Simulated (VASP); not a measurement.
LiNbO3, 10 atoms in the cell. It takes space group R3c (No. 161, trigonal). The conventional cell has a = 5.152 Å, b = 5.152 Å, c = 13.869 Å, α = 90.00°, β = 90.00°, γ = 120.00°. Within 2.7 Å of Li (site symmetry 3) lie 6 O at 2.07 to 2.24 Å. Within 2.5 Å of Nb (site symmetry 3) lie 6 O at 1.88 to 2.13 Å. Within 2.5 Å of O (site symmetry 1) lie 2 Nb at 1.88 to 2.13 Å and 2 Li at 2.07 to 2.24 Å. 

| Property | Result |
| --- | --- |
| Program | VASP 6.6.1 |
| Task | single point |
| Functional | PBE |
| Potentials or basis | VASP PAW PBE potentials, release 64 (Li_sv, Nb_sv, O) |
| Cutoff | 750 eV |
| k mesh | 6 × 6 × 6 |
| Occupations | gaussian, width 0.02 eV |
| Spin | no spin polarisation |
| Dipole correction | no |
| Further INCAR settings | ALGO = Normal; EDIFF = 1e-06; NBANDS = 45 |

Potentials or basis: VASP PAW PBE potentials, release 64 (Li_sv, Nb_sv, O).

Command:

```bash
$ cat potpaw_PBE.64/Li_sv/POTCAR potpaw_PBE.64/Nb_sv/POTCAR potpaw_PBE.64/O/POTCAR > POTCAR
$ mpirun -np 1 vasp_std > vasp.out
```

Hardware: 1 thread of Intel Xeon 8259CL, on a shared host.

Q: Estimate the wall time of this run.

A: Wall time 12 min on 1 thread of Intel Xeon 8259CL, on a shared host, peak memory 0.47 GiB. Counts: scf iterations 16, k points 32.
